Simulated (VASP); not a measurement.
# Al3Ru (P6/mmm) in VASP: single point with PBE

Aim: the single point of Al3Ru with PBE.

Everything below comes from runs of VASP 6.6.1. Logs are shortened: lines on timing, memory, paths and dates and some standing lists are left out, and cuts for length are marked.

### Step 1. The cell of the first run

It takes space group P6/mmm (No. 191, hexagonal). Conventional cell: a = 3.482 Å, b = 3.482 Å, c = 6.341 Å, α = 90.00°, β = 90.00°, γ = 120.00°. Al (site symmetry 6mm) has 1 Al at 1.53 Å and 1 Ru at 1.64 Å within 2.0 Å. Within 2.0 Å of Al (site symmetry 6/mmm) lie 2 Al at 1.53 Å. Ru (site symmetry 6/mmm) has 2 Al at 1.64 Å within 2.2 Å.

The cell was generated, and may not be a known phase.

### Step 2. Single point, PBE

INCAR reads:

```
SYSTEM = Al3Ru
PREC = Accurate
ENCUT = 560
EDIFF = 1E-6
ISMEAR = 0
SIGMA = 0.1
LREAL = .False.
LASPH = .True.
NELM = 120
ALGO = Normal
ISIF = 2
LWAVE = .False.
LCHARG = .True.
GGA = PE
LELF = .True.
LVHAR = .True.
NBANDS = 20
GGA_COMPAT = .False.
```

KPOINTS reads:

```
Automatic mesh
0
Gamma
  6 6 4
  0 0 0
```

POSCAR reads:

```
Al3Ru
1.0
    3.4820620100      0.0000000000      0.0000000000
   -1.7410310000      3.0155541600      0.0000000000
    0.0000000000      0.0000000000      6.3409613500
Al Ru
3 1
Direct
    0.0000000000      0.0000000000      0.2579953400
    0.0000000000      0.0000000000      0.7420046600
    0.0000000000      0.0000000000      0.5000000000
    0.0000000000      0.0000000000      0.0000000000
```

Potentials or basis: VASP PAW PBE potentials, release 64 (Al, Ru_sv).

Started as:

```console
cat potpaw_PBE.64/Al/POTCAR potpaw_PBE.64/Ru_sv/POTCAR > POTCAR
mpirun -np 1 vasp_std > vasp.out
```

OUTCAR:

```text
SYSTEM = Al3Ru
   PREC = Accurate
   ENCUT = 560
   EDIFF = 1E-6
   ISMEAR = 0
   LREAL = .False.
   LASPH = .True.
   NELM = 120
   ISIF = 2
   GGA = PE

 ion  position               nearest neighbor table
   1  0.000  0.000  0.258-   3 1.53   4 1.64   2 3.07   2 3.27
   2  0.000  0.000  0.742-   3 1.53   4 1.64   1 3.07   1 3.27
   3  0.000  0.000  0.500-   1 1.53   2 1.53
   4  0.000  0.000  0.000-   1 1.64   2 1.64

 -----------------------------------------------------------------------------
|                                                                             |
|           W    W    AA    RRRRR   N    N  II  N    N   GGGG   !!!           |
|           W    W   A  A   R    R  NN   N  II  NN   N  G    G  !!!           |
|           W    W  A    A  R    R  N N  N  II  N N  N  G       !!!           |
|           W WW W  AAAAAA  RRRRR   N  N N  II  N  N N  G  GGG   !            |
|           WW  WW  A    A  R   R   N   NN  II  N   NN  G    G                |
|           W    W  A    A  R    R  N    N  II  N    N   GGGG   !!!           |
|                                                                             |
|     The distance between some ions is very small. Please check the          |
|     nearest-neighbor list in the OUTCAR file.                               |
|     I HOPE YOU KNOW WHAT YOU ARE DOING!                                     |
|                                                                             |
 -----------------------------------------------------------------------------

  LATTYP: Found a hexagonal cell.
 ALAT       =     3.4820620100
 C/A-ratio  =     1.8210363089

  Lattice vectors:

 A1 = (   3.4820620100,   0.0000000000,   0.0000000000)
 A2 = (  -1.7410310000,   3.0155541600,   0.0000000000)
 A3 = (   0.0000000000,   0.0000000000,   6.3409613500)

Analysis of symmetry for initial positions (statically):
=====================================================================
 Subroutine PRICEL returns:
 Original cell was already a primitive cell.

 Routine SETGRP: Setting up the symmetry group for a
 hexagonal supercell.

 Subroutine GETGRP returns: Found 24 space group operations
 (whereof 24 operations were pure point group operations)
 out of a pool of 24 trial point group operations.

The static configuration has the point symmetry D_6h.

Analysis of symmetry for dynamics (positions and initial velocities):
=====================================================================
 Subroutine PRICEL returns:
 Original cell was already a primitive cell.

 Routine SETGRP: Setting up the symmetry group for a
 hexagonal supercell.

[... 110 lines left out ...]
   ISIF   =      2    stress and relaxation
   ISYM   =      2    0-nonsym 1-usesym 2-fastsym
   POTIM  = 0.5000    time-step for ionic-motion
   TEBEG  =    0.0;   TEEND  =   0.0 temperature during run
   PSTRESS=    0.0 pullay stress
   NELECT =      25.0000    total number of electrons
   NUPDOWN=      -1.0000    fix difference up-down
   EMIN   =  10.00;   EMAX   =-10.00  energy-range for DOS
   EFERMI =   0.00;   METHOD = LEGACY
   ISMEAR =     0;   SIGMA  =   0.10  broadening in eV -4-tet -1-fermi 0-gaus
   EFERMI_NEDOS =   21; number of points for ismear=-14 and -15
   IALGO  =     38    algorithm
   IMIX   =      4    mixing-type and parameters
     AMIX     =   0.40;   BMIX     =  1.00
     AMIX_MAG =   1.60;   BMIX_MAG =  1.00
  volume/ion in A,a.u.               =      16.65       112.33
  Fermi-wavevector in a.u.,A,eV,Ry     =   1.181051  2.231862 18.978509  1.394881
  Thomas-Fermi vector in A             =   2.317332
   LORBIT       =      0    0 simple, 1 ext, 2 COOP (PROOUT), +10 PAW based schemes
   GGA     = PE    functional components
   LHFCALC =     F    Hartree Fock is set to
   AEXX    =    0.0000 exact exchange contribution
   IVDW    =     0    specifies the selected vdW correction
   LEPSILON=     F    determine dielectric tensor
   LRPA    =     F    only Hartree local field effects (RPA)
 non-spin polarized calculation
 Gauss-broadening in eV      SIGMA  =   0.10
  energy-cutoff  :      560.00
  volume of cell :       66.58
 maximum number of plane-waves:      2040
 NGX is ok and might be reduce to    28
   NGX = 13   NGY = 13   NGZ = 25

 number of electron      25.0000002 magnetization

 Free energy of the ion-electron system (eV)
  ---------------------------------------------------
  ext. energy  EPLUGINS =         0.00000000
  ---------------------------------------------------
  free energy    TOTEN  =        17.41078991 eV

  energy without entropy =       17.42410566  energy(sigma->0) =       17.41744778

 E-fermi :   7.6318     XC(G=0): -10.3626

 val. band max:        7.6191538260   @ k =   0.1667   0.1667   0.0000
 cond. band min:       7.6628198278   @ k =   0.0000   0.0000   0.5000
 fundamental gap:      0.0436660018
 Fermi energy:         7.6317797154

 k-point     1 :       0.0000    0.0000    0.0000
  band No.  band energies     occupation
      1     -64.0613      2.00000
      2     -35.5928      2.00000
      3     -33.8409      2.00000
      4     -33.8409      2.00000
      5      -2.0998      2.00000
      6       1.9533      2.00000
[... 472 lines left out ...]
     19      13.6115      0.00000
     20      15.5024      0.00000

------------------------ aborting loop because EDIFF is reached ----------------------------------------

  FORCE on cell =-STRESS in cart. coord.  units (eV):
  Direction    XX          YY          ZZ          XY          YZ          ZX
  --------------------------------------------------------------------------------------
  -------------------------------------------------------------------------------------
  Total       -7.2304649     -7.2304649    198.3406257     -0.0000000      0.0000000     -0.0000000
  in kB     -173.9875068   -173.9875070   4772.6932405     -0.0000003      0.0000000     -0.0000000
  external PRESSURE =    1474.9060756 kB  Pullay stress =       0.0000000 kB

 VOLUME and BASIS-vectors are now :
 -----------------------------------------------------------------------------
  energy-cutoff  :      560.00
  volume of cell :       66.58
      direct lattice vectors                 reciprocal lattice vectors
     3.482062010  0.000000000  0.000000000     0.287186155  0.165807003  0.000000000
    -1.741031000  3.015554160  0.000000000     0.000000000  0.331614008  0.000000000
     0.000000000  0.000000000  6.340961350     0.000000000  0.000000000  0.157704793

 POSITION                                       TOTAL-FORCE (eV/Angst)
 -----------------------------------------------------------------------------------
      0.00000      0.00000      1.63594         0.000000     -0.000000     -2.958709
      0.00000      0.00000      4.70502        -0.000000      0.000000      2.958709
      0.00000      0.00000      3.17048        -0.000000      0.000000      0.000000
      0.00000      0.00000      0.00000        -0.000000      0.000000      0.000000
 -----------------------------------------------------------------------------------
    total drift:                               -0.000000     -0.000000      0.000000

  FREE ENERGIE OF THE ION-ELECTRON SYSTEM (eV)
  ---------------------------------------------------
  free  energy   TOTEN  =        17.4107899055 eV

  energy  without entropy=       17.4241056587  energy(sigma->0) =       17.41744778
```

stdout:

```text
POSCAR found type information on POSCAR AlRu
 POSCAR found :  2 types and       4 ions
 scaLAPACK will be used
 LDA part: xc-table for (Slater+PW92), standard interpolation
 -----------------------------------------------------------------------------
|                                                                             |
|           W    W    AA    RRRRR   N    N  II  N    N   GGGG   !!!           |
|           W    W   A  A   R    R  NN   N  II  NN   N  G    G  !!!           |
|           W    W  A    A  R    R  N N  N  II  N N  N  G       !!!           |
|           W WW W  AAAAAA  RRRRR   N  N N  II  N  N N  G  GGG   !            |
|           WW  WW  A    A  R   R   N   NN  II  N   NN  G    G                |
|           W    W  A    A  R    R  N    N  II  N    N   GGGG   !!!           |
|                                                                             |
|     The distance between some ions is very small. Please check the          |
|     nearest-neighbor list in the OUTCAR file.                               |
|     I HOPE YOU KNOW WHAT YOU ARE DOING!                                     |
|                                                                             |
 -----------------------------------------------------------------------------

 POSCAR, INCAR and KPOINTS ok, starting setup
 FFT: planning ... GRIDC
 FFT: planning ... GRID_SOFT
 FFT: planning ... GRID
 WAVECAR not read
 entering main loop
```

Run time: 18 s. Hardware: 1 thread of Intel Xeon Platinum 8559C (Emerald Rapids), shared host; peak memory 0.2 GiB.

Results:

```
Free energy            : 17.4108 eV
Pressure               : 147.5 GPa
Largest force          : 2.959 eV/Å
Band gap on the k mesh : zero (an odd number of electrons rules out a gap without spin polarisation)
```

Forces on the atoms (eV/Å):
```
Al   0.000  0.000 -2.959
Al   0.000  0.000  2.959
Al   0.000  0.000  0.000
Ru   0.000  0.000  0.000
```

Levels at points of the mesh, in eV from the Fermi level:
```
           k point  band 10  band 11  band 12  band 13  band 14  band 15
(0.00, 0.00, 0.00)    -3.11    -1.00    -1.00     2.44     2.44     3.89
(0.50, 0.00, 0.00)    -2.75    -2.17     0.36     0.60     0.87     0.90
(0.00, 0.00, 0.50)    -0.99    -0.99     0.03     0.04     2.77     2.77
(0.50, 0.00, 0.50)    -2.55    -2.19    -0.38     0.37     1.08     3.17
```

Caveat: atoms lie so close that the PAW spheres overlap strongly, which falsifies energies and pressures; the stress differs along the axes, from -17 to 477 GPa; forces of over 1 eV/Å act on the atoms, so gaps and moduli don't describe the material at rest.

The gap in the log of VASP goes by the Fermi energy; the results here count the filled bands.